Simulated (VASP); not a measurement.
# Ta4TeI (F-43m) in VASP: a series of runs

Runs on Ta4TeI. Level: PBE. Tasks: single point, relaxation of cell and atoms.

Program: VASP 6.6.1. These are calculated values, not measurements. Logs are shortened: lines on timing, memory, paths and dates and some standing lists are left out, and cuts for length are marked.

### Step 1. The cell of the first run

Symmetry: F-43m, No. 216, cubic system. The conventional cell has a = 8.026 Å, b = 8.026 Å, c = 8.026 Å, α = 90.00°, β = 90.00°, γ = 90.00°. Ta (site symmetry 3m) has 6 Ta at 2.83 to 2.85 Å and 3 I at 3.33 Å and 3 Te at 3.33 Å within 3.7 Å. Within 4.4 Å of Te (site symmetry -43m) lie 12 Ta at 3.33 Å and 4 I at 3.48 Å. I (site symmetry -43m) has 12 Ta at 3.33 Å and 4 Te at 3.48 Å within 4.4 Å.

### Step 2. Single point, PBE

Contents of INCAR:

```
SYSTEM = Ta4TeI
  PREC = Accurate
  ENCUT = 520
  EDIFF = 1E-7
  ISMEAR = 0
  SIGMA = 0.1
  LREAL = .FALSE.
  LASPH = .TRUE.
  NELM = 100
  ALGO = Normal
  ISIF = 2
  LWAVE = .FALSE.
  LCHARG = .FALSE.
  GGA = PE
  NBANDS = 38
```

Contents of KPOINTS:

```
Automatic mesh
0
G
  8 8 8
  0 0 0
```

Contents of POSCAR:

```
Ta4TeI
1.0
    0.0000000000      4.0130805323      4.0130805323
    4.0130805323      0.0000000000      4.0130805323
    4.0130805323      4.0130805323      0.0000000000
Ta Te I
4 1 1
Direct
    0.8736961031      0.3754346323      0.3754346323
    0.3754346323      0.3754346323      0.3754346323
    0.3754346323      0.8736961031      0.3754346323
    0.3754346323      0.3754346323      0.8736961031
    0.0000000000      0.0000000000      0.0000000000
    0.7500000000      0.7500000000      0.7500000000
```

Potentials or basis: VASP PAW PBE potentials, release 64 (Ta_pv, Te, I).

On the command line:

```sh
$ cat potpaw_PBE.64/Ta_pv/POTCAR potpaw_PBE.64/Te/POTCAR potpaw_PBE.64/I/POTCAR > POTCAR
$ mpirun -np 1 vasp_std > vasp.out
```

OUTCAR:

```text
SYSTEM = Ta4TeI
   PREC = Accurate
   ENCUT = 520
   EDIFF = 1E-7
   ISMEAR = 0
   LREAL = .FALSE.
   LASPH = .TRUE.
   NELM = 100
   ISIF = 2
   GGA = PE

 ion  position               nearest neighbor table
   1  0.874  0.375  0.375-   2 2.83   3 2.83   4 2.83   2 2.85   4 2.85   3 2.85   6 3.33   6 3.33
                             6 3.33   5 3.33   5 3.33   5 3.33
   2  0.375  0.375  0.375-   1 2.83   3 2.83   4 2.83   4 2.85   3 2.85   1 2.85   6 3.33   6 3.33
                             6 3.33   5 3.33   5 3.33   5 3.33
   3  0.375  0.874  0.375-   1 2.83   2 2.83   4 2.83   4 2.85   2 2.85   1 2.85   6 3.33   6 3.33
                             6 3.33   5 3.33   5 3.33   5 3.33
   4  0.375  0.375  0.874-   1 2.83   2 2.83   3 2.83   2 2.85   3 2.85   1 2.85   6 3.33   6 3.33
                             6 3.33   5 3.33   5 3.33   5 3.33
   5  0.000  0.000  0.000-   1 3.33   3 3.33   1 3.33   4 3.33   3 3.33   4 3.33   4 3.33   2 3.33
                             1 3.33   2 3.33   2 3.33   3 3.33   6 3.48   6 3.48   6 3.48   6 3.48
   6  0.750  0.750  0.750-   2 3.33   3 3.33   4 3.33   1 3.33   2 3.33   4 3.33   1 3.33   2 3.33
                             3 3.33   1 3.33   3 3.33   4 3.33   5 3.48   5 3.48   5 3.48   5 3.48

  LATTYP: Found a face centered cubic cell.
 ALAT       =     8.0261610646

  Lattice vectors:

 A1 = (   0.0000000000,   4.0130805323,   4.0130805323)
 A2 = (   4.0130805323,   0.0000000000,   4.0130805323)
 A3 = (   4.0130805323,   4.0130805323,   0.0000000000)

Analysis of symmetry for initial positions (statically):
=====================================================================
 Subroutine PRICEL returns:
 Original cell was already a primitive cell.

 Routine SETGRP: Setting up the symmetry group for a
 face centered cubic supercell.

 Subroutine GETGRP returns: Found 24 space group operations
 (whereof 24 operations were pure point group operations)
 out of a pool of 48 trial point group operations.

The static configuration has the point symmetry T_d .

Analysis of symmetry for dynamics (positions and initial velocities):
=====================================================================
 Subroutine PRICEL returns:
 Original cell was already a primitive cell.

 Routine SETGRP: Setting up the symmetry group for a
 face centered cubic supercell.

 Subroutine GETGRP returns: Found 24 space group operations
 (whereof 24 operations were pure point group operations)
 out of a pool of 48 trial point group operations.

The dynamic configuration has the point symmetry T_d .

 Subroutine INISYM returns: Found 24 space group operations
 (whereof 24 operations are pure point group operations),
 and found     1 'primitive' translations

----------------------------------------------------------------------------------------

                                     Primitive cell

  volume of cell :     129.2598

  direct lattice vectors                    reciprocal lattice vectors
     0.000000000  4.013080532  4.013080532    -0.124592566  0.124592566  0.124592566
     4.013080532  0.000000000  4.013080532     0.124592566 -0.124592566  0.124592566
     4.013080532  4.013080532  0.000000000     0.124592566  0.124592566 -0.124592566

  length of vectors
     5.675352916  5.675352916  5.675352916     0.215800654  0.215800654  0.215800654

  position of ions in fractional coordinates (direct lattice)
     0.873696103  0.375434632  0.375434632
     0.375434632  0.375434632  0.375434632
     0.375434632  0.873696103  0.375434632
     0.375434632  0.375434632  0.873696103
     0.000000000  0.000000000  0.000000000
     0.750000000  0.750000000  0.750000000

  ion indices of the primitive-cell ions
   primitive index   ion index
                 1           1
                 2           2
                 3           3
                 4           4
                 5           5
                 6           6

----------------------------------------------------------------------------------------

 KPOINTS: Automatic mesh

Automatic generation of k-mesh.
 Grid dimensions read from file:
 generate k-points for:    8    8    8

 Generating k-lattice:

  Cartesian coordinates                     Fractional coordinates (reciprocal lattice)
    -0.015574071  0.015574071  0.015574071     0.125000000  0.000000000  0.000000000
     0.015574071 -0.015574071  0.015574071     0.000000000  0.125000000  0.000000000
     0.015574071  0.015574071 -0.015574071     0.000000000  0.000000000  0.125000000

  Length of vectors
     0.026975082  0.026975082  0.026975082

  Shift w.r.t. Gamma in fractional coordinates (k-lattice)
     0.000000000  0.000000000  0.000000000

 Subroutine IBZKPT returns following result:
 ===========================================

 Found     29 irreducible k-points:

 Following reciprocal coordinates:
            Coordinates               Weight
  0.000000  0.000000  0.000000      1.000000
  0.125000  0.000000  0.000000      8.000000
  0.250000  0.000000  0.000000      8.000000
  0.375000  0.000000  0.000000      8.000000
  0.500000  0.000000  0.000000      4.000000
  0.125000  0.125000  0.000000      6.000000
[... 16 lines left out ...]
  0.500000  0.250000  0.125000     48.000000
 -0.375000  0.250000  0.125000     24.000000
 [... further k-points ...]
   k-points           NKPTS =     29   k-points in BZ     NKDIM =     29   number of bands    NBANDS=     38
   number of dos      NEDOS =    301   number of ions     NIONS =      6
   total plane-waves  NPLWV =  74088
   dimension x,y,z NGX =    42 NGY =   42 NGZ =   42
   dimension x,y,z NGXF=    84 NGYF=   84 NGZF=   84
   ions per type =               4   1   1
   NGX,Y,Z   is equivalent  to a cutoff of  12.30, 12.30, 12.30 a.u.
   NGXF,Y,Z  is equivalent  to a cutoff of  24.61, 24.61, 24.61 a.u.
 SYSTEM =  Ta4TeI
   PREC   = accura    normal or accurate (medium, high low for compatibility)
   ISTART =      0    job   : 0-new  1-cont  2-samecut
   ICHARG =      2    charge: 1-file 2-atom 10-const
   ISPIN  =      1    spin polarized calculation?
   LNONCOLLINEAR =      F non collinear calculations
   LSORBIT =      F    spin-orbit coupling
   LASPH  =      T    aspherical Exc in radial PAW
   ENCUT  =  520.0 eV  38.22 Ry    6.18 a.u.  10.55 10.55 10.55*2*pi/ulx,y,z
   NELM   =    100;   NELMIN=  2; NELMDL= -5     # of ELM steps
   EDIFF  = 0.1E-06   stopping-criterion for ELM
   LREAL  =      F    real-space projection
   EDIFFG = 0.1E-05   stopping-criterion for IOM
   NSW    =      0    number of steps for IOM
   IBRION =     -1    ionic relax: 0-MD 1-quasi-New 2-CG
   NFREE  =      0    steps in history (QN), initial steepest desc. (CG)
   ISIF   =      2    stress and relaxation
   ISYM   =      2    0-nonsym 1-usesym 2-fastsym
   POTIM  = 0.5000    time-step for ionic-motion
   TEBEG  =    0.0;   TEEND  =   0.0 temperature during run
   PSTRESS=    0.0 pullay stress
   NELECT =      57.0000    total number of electrons
   NUPDOWN=      -1.0000    fix difference up-down
   EMIN   =  10.00;   EMAX   =-10.00  energy-range for DOS
   EFERMI =   0.00;   METHOD = LEGACY
   ISMEAR =     0;   SIGMA  =   0.10  broadening in eV -4-tet -1-fermi 0-gaus
   EFERMI_NEDOS =   21; number of points for ismear=-14 and -15
   IALGO  =     38    algorithm
   IMIX   =      4    mixing-type and parameters
     AMIX     =   0.40;   BMIX     =  1.00
     AMIX_MAG =   1.60;   BMIX_MAG =  1.00
  volume/ion in A,a.u.               =      21.54       145.38
  Fermi-wavevector in a.u.,A,eV,Ry     =   1.246078  2.354746 21.125909  1.552710
  Thomas-Fermi vector in A             =   2.380272
   LORBIT       =      0    0 simple, 1 ext, 2 COOP (PROOUT), +10 PAW based schemes
   GGA     = PE    functional components
   LHFCALC =     F    Hartree Fock is set to
   AEXX    =    0.0000 exact exchange contribution
   IVDW    =     0    specifies the selected vdW correction
   LEPSILON=     F    determine dielectric tensor
   LRPA    =     F    only Hartree local field effects (RPA)
 non-spin polarized calculation
 Gauss-broadening in eV      SIGMA  =   0.10
  energy-cutoff  :      520.00
  volume of cell :      129.26
 maximum number of plane-waves:      3511
   NGX = 21   NGY = 21   NGZ = 21

 number of electron      56.9999991 magnetization

 Free energy of the ion-electron system (eV)
  ---------------------------------------------------
  ext. energy  EPLUGINS =         0.00000000
  ---------------------------------------------------
  free energy    TOTEN  =       -47.01710448 eV

  energy without entropy =      -46.98813600  energy(sigma->0) =      -47.00262024

 E-fermi :   7.5318     XC(G=0): -11.5463

 val. band max:        7.5309288649   @ k =   0.2500   0.0000   0.0000
 cond. band min:       7.5439674481   @ k =   0.3750   0.1250   0.0000
 fundamental gap:      0.0130385831
 Fermi energy:         7.5317633556

 k-point     1 :       0.0000    0.0000    0.0000
  band No.  band energies     occupation
      1     -27.5199      2.00000
      2     -27.2121      2.00000
      3     -27.2121      2.00000
      4     -27.2121      2.00000
      5     -27.0990      2.00000
      6     -27.0990      2.00000
[... 30 lines left out ...]
     37      10.1868      0.00000
     38      10.3106      0.00000

 k-point     2 :       0.1250    0.0000    0.0000
  band No.  band energies     occupation
      1     -27.4899      2.00000
      2     -27.2028      2.00000
      3     -27.1990      2.00000
      4     -27.1990      2.00000
      5     -27.0915      2.00000
      6     -27.0915      2.00000
[... 30 lines left out ...]
     37      10.1594      0.00000
     38      10.4636      0.00000

 k-point     3 :       0.2500    0.0000    0.0000
  band No.  band energies     occupation
      1     -27.4190      2.00000
      2     -27.1731      2.00000
      3     -27.1731      2.00000
      4     -27.1625      2.00000
      5     -27.0590      2.00000
      6     -27.0590      2.00000
[... 30 lines left out ...]
     37      10.1017      0.00000
     38      10.5955      0.00000

 k-point     4 :       0.3750    0.0000    0.0000
  band No.  band energies     occupation
      1     -27.3617      2.00000
      2     -27.1578      2.00000
      3     -27.1578      2.00000
      4     -27.0629      2.00000
      5     -26.9891      2.00000
      6     -26.9891      2.00000
[... 30 lines left out ...]
     37       9.9213      0.00000
     38      10.2524      0.00000
[... 703 lines left out ...]
      4     -27.1188      2.00000
      5     -27.0685      2.00000
      6     -26.9958      2.00000
[... 30 lines left out ...]
     37      10.4122      0.00000
     38      10.5097      0.00000

 k-point    23 :       0.5000    0.2500    0.1250
  band No.  band energies     occupation
      1     -27.2843      2.00000
      2     -27.1522      2.00000
      3     -27.1063      2.00000
      4     -27.0931      2.00000
      5     -27.0055      2.00000
      6     -26.9047      2.00000
[... 30 lines left out ...]
     37      10.1144      0.00000
     38      10.3312      0.00000

 k-point    24 :      -0.3750    0.2500    0.1250
  band No.  band energies     occupation
      1     -27.2660      2.00000
      2     -27.1416      2.00000
      3     -27.0899      2.00000
      4     -27.0332      2.00000
      5     -26.9792      2.00000
      6     -26.8937      2.00000
[... 30 lines left out ...]
     37       9.9537      0.00000
     38      10.1901      0.00000

 [... further k-points ...]
[... 5 lines left out ...]
  --------------------------------------------------------------------------------------
  -------------------------------------------------------------------------------------
  Total        0.0006545      0.0006545      0.0006545      0.0000000     -0.0000000      0.0000000
  in kB        0.0081126      0.0081126      0.0081126      0.0000000     -0.0000000      0.0000000
  external PRESSURE =       0.0081126 kB  Pullay stress =       0.0000000 kB

 VOLUME and BASIS-vectors are now :
 -----------------------------------------------------------------------------
  energy-cutoff  :      520.00
  volume of cell :      129.26
      direct lattice vectors                 reciprocal lattice vectors
     0.000000000  4.013080532  4.013080532    -0.124592566  0.124592566  0.124592566
     4.013080532  0.000000000  4.013080532     0.124592566 -0.124592566  0.124592566
     4.013080532  4.013080532  0.000000000     0.124592566  0.124592566 -0.124592566

 POSITION                                       TOTAL-FORCE (eV/Angst)
 -----------------------------------------------------------------------------------
      3.01330      5.01286      5.01286         0.001394     -0.001394     -0.001394
      3.01330      3.01330      3.01330         0.001394      0.001394      0.001394
      5.01286      3.01330      5.01286        -0.001394      0.001394     -0.001394
      5.01286      5.01286      3.01330        -0.001394     -0.001394      0.001394
      0.00000      0.00000      0.00000        -0.000000     -0.000000     -0.000000
      6.01962      6.01962      6.01962        -0.000000     -0.000000     -0.000000
 -----------------------------------------------------------------------------------
    total drift:                                0.000000      0.000000      0.000000

  FREE ENERGIE OF THE ION-ELECTRON SYSTEM (eV)
  ---------------------------------------------------
  free  energy   TOTEN  =       -47.0171044850 eV

  energy  without entropy=      -46.9881359970  energy(sigma->0) =      -47.00262024
```

Run time: 2.7 min. Hardware: 1 thread of Intel Xeon Platinum 8375C at 2.90GHz (Ice Lake), shared host; peak memory 0.32 GiB.

What came out:

- Free energy: -47.0171 eV
- Pressure: 0.0 GPa

Forces in eV/Å, atoms in the order of the input:
```
Ta   0.001 -0.001 -0.001
Ta   0.001  0.001  0.001
Ta  -0.001  0.001 -0.001
Ta  -0.001 -0.001  0.001
Te   0.000  0.000  0.000
I    0.000  0.000  0.000
```

Caveat: spin-orbit coupling is left out, which moves the levels of the heavy elements; an odd number of electrons without spin polarisation forces a metal; a magnetic or distorted state may lie lower.

### Step 3. Relaxation of cell and atoms, PBE

This run uses another cell than the first one, of 21.93 Å³/atom, 1.018 times its volume.

Contents of INCAR:

```
SYSTEM = Ta4TeI
PREC = Accurate
ENCUT = 600
EDIFF = 1E-6
ISMEAR = 0
SIGMA = 0.1
LREAL = .FALSE.
LASPH = .TRUE.
NELM = 100
ALGO = Normal
ISIF = 3
LWAVE = .FALSE.
LCHARG = .FALSE.
GGA = PE
IBRION = 2
NSW = 100
EDIFFG = -0.01
```

Contents of KPOINTS:

```
regular mesh
0
G
  8 8 8
  0 0 0
```

Contents of POSCAR:

```
Ta4TeI
1.0
    0.0000000000      4.0371980500      4.0371980500
    4.0371980500      0.0000000000      4.0371980500
    4.0371980500      4.0371980500      0.0000000000
Ta Te I
4 1 1
Direct
    0.8738140200      0.3753953300      0.3753953300
    0.3753953300      0.3753953300      0.3753953300
    0.3753953300      0.8738140200      0.3753953300
    0.3753953300      0.3753953300      0.8738140200
    0.0000000000      0.0000000000      0.0000000000
    0.7500000000      0.7500000000      0.7500000000
```

Potentials or basis: VASP PAW PBE potentials, release 64 (Ta_pv, Te, I).

On the command line:

```sh
$ cat potpaw_PBE.64/Ta_pv/POTCAR potpaw_PBE.64/Te/POTCAR potpaw_PBE.64/I/POTCAR > POTCAR
$ mpirun -np 1 vasp_std > vasp.out
```

It took 6.1 min on 1 thread of Intel Xeon Platinum 8375C at 2.90GHz (Ice Lake), shared host; peak memory 0.44 GiB.

It converged, with:

* Free energy: -47.0181 eV
* Relaxed volume: 21.55 Å³/atom
* Relaxed cell: a = 5.676 Å, b = 5.676 Å, c = 5.676 Å, α = 60.00°, β = 60.00°, γ = 60.00°
* Space group after relaxing (to 0.05 Å): F-43m (No. 216)
* Energy gained by relaxing: 2.3 meV/atom
* Ionic steps: 3
* Pressure after relaxing: 0.0 GPa
* Largest force after relaxing: 0.005 eV/Å

Forces on the atoms (eV/Å):
```
Ta   0.003 -0.003 -0.003
Ta   0.003  0.003  0.003
Ta  -0.003  0.003 -0.003
Ta  -0.003 -0.003  0.003
Te   0.000  0.000  0.000
I    0.000  0.000  0.000
```

Step by step:
```csv
step,energy change (eV),largest force (eV/Å),pressure (GPa),volume (Å³)
1,0.0000,0.0153,-1.84,131.60
2,0.0016,0.0089,2.05,126.87
3,-0.0135,0.0046,0.01,129.28
```

Final structure:
```xyz
6
Lattice="0.0000 4.0133 4.0133 4.0133 0.0000 4.0133 4.0133 4.0133 0.0000" Properties=species:S:1:pos:R:3 pbc="T T T"
Ta    3.0133    5.0132    5.0132
Ta    3.0133    3.0133    3.0133
Ta    5.0132    3.0133    5.0132
Ta    5.0132    5.0132    3.0133
Te    0.0000    0.0000    0.0000
I     6.0199    6.0199    6.0199
```

Levels at points of the mesh, in eV from the Fermi level:
```tsv
k point	band 24	band 25	band 26	band 27	band 28	band 29	band 30	band 31	band 32	band 33
(0.00, 0.00, 0.00)	-3.48	-1.65	-1.65	-1.23	1.84	1.84	1.92	1.92	1.92	2.55
(0.50, 0.00, 0.00)	-1.81	-1.46	-0.61	-0.61	-0.58	-0.22	-0.22	0.84	1.46	1.46
(0.50, 0.50, 0.00)	-1.24	-0.48	-0.48	-0.20	-0.14	-0.07	-0.05	-0.05	0.21	0.95
```

Caveat: spin-orbit coupling is left out, which moves the levels of the heavy elements; an odd number of electrons without spin polarisation forces a metal; a magnetic or distorted state may lie lower.
